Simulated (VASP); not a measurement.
Here is a VASP 6.6.1 calculation.

INCAR

```
SYSTEM = Ti2HC
PREC = Accurate ; ENCUT = 520
EDIFF = 1E-6 ; ISMEAR = 0
SIGMA = 0.05 ; LREAL = .FALSE.
LASPH = .TRUE. ; NELM = 80
ALGO = Normal ; ISIF = 2
LWAVE = .FALSE. ; LCHARG = .FALSE.
GGA = CA ; NBANDS = 22
```

The input KPOINTS:

```
regular mesh
0
G
  12 12 12
  0 0 0
```

The input POSCAR:

```
Ti2HC
1.0
   -1.6452927404      2.8497306198      0.0000000000
   -3.2905854809      0.0000000000      0.0000000000
   -1.6452927404      0.9499102066      5.0953206486
Ti H C
2 1 1
Direct
    0.2439459500      0.2439459500      0.2681621500
    0.7560540500      0.7560540500      0.7318378500
    0.0000000000      0.0000000000      0.0000000000
    0.5000000000      0.5000000000      0.5000000000
```

Potentials or basis: VASP PAW LDA potentials, release 64 (Ti_sv, H, C).

The run is started by

```console
$ cat potpaw_LDA.64/Ti_sv/POTCAR potpaw_LDA.64/H/POTCAR potpaw_LDA.64/C/POTCAR > POTCAR
$ mpirun -np 1 vasp_std > vasp.out
```

**Question.** Estimate the pressure.

**Answer.** -31.8 GPa.

**Question.** Predict the largest force.

**Answer.** 1.659 eV/Å.

Stress tensor (GPa, compression positive):
```
-32.56   0.00   0.00
  0.00 -32.56   0.00
  0.00   0.00 -30.38
```

Caveat: the cell stands under tension; forces of over 1 eV/Å act on the atoms, so gaps and moduli don't describe the material at rest.
